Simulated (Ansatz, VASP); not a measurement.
**AlAs: VASP beside Ansatz**

```xyz
2
Lattice="0.0000 2.8638 2.8638 2.8638 0.0000 2.8638 2.8638 2.8638 0.0000" Properties=species:S:1:pos:R:3 pbc="T T T"
Al    0.0000    0.0000    0.0000
As    1.4319    1.4319    1.4319
```

Alike in both runs: functional PBE; k mesh 8 × 8 × 8; occupations gaussian, width 0.02 eV; no spin polarisation.

Ansatz relaxed the structure, and its values are those at the end. VASP's run is a single point on that final structure, the one shown.

|  | VASP | Ansatz |
| --- | --- | --- |
| version | VASP 6.6.1 | Ansatz 0.2.0 |
| potentials or method | VASP PAW PBE potentials, release 64 (Al, As), cutoff 500 eV | scalar-relativistic, plane waves, PAW |
| valence electrons in the cell | 8 | 18 |

```csv
,VASP,Ansatz,Ansatz less VASP
gap on the k mesh at the Fermi level (eV),1.49,1.50,+0.009
least direct gap on the mesh (eV),1.78,1.78,-0.006
pressure (GPa),0.2,0.0,-0.16
```

The functional is the same, so the differences come from potentials, cutoffs and numerics. VASP's potentials hold 8 valence electrons a cell and Ansatz's 18, so a difference there can come from the potentials and not from the codes.
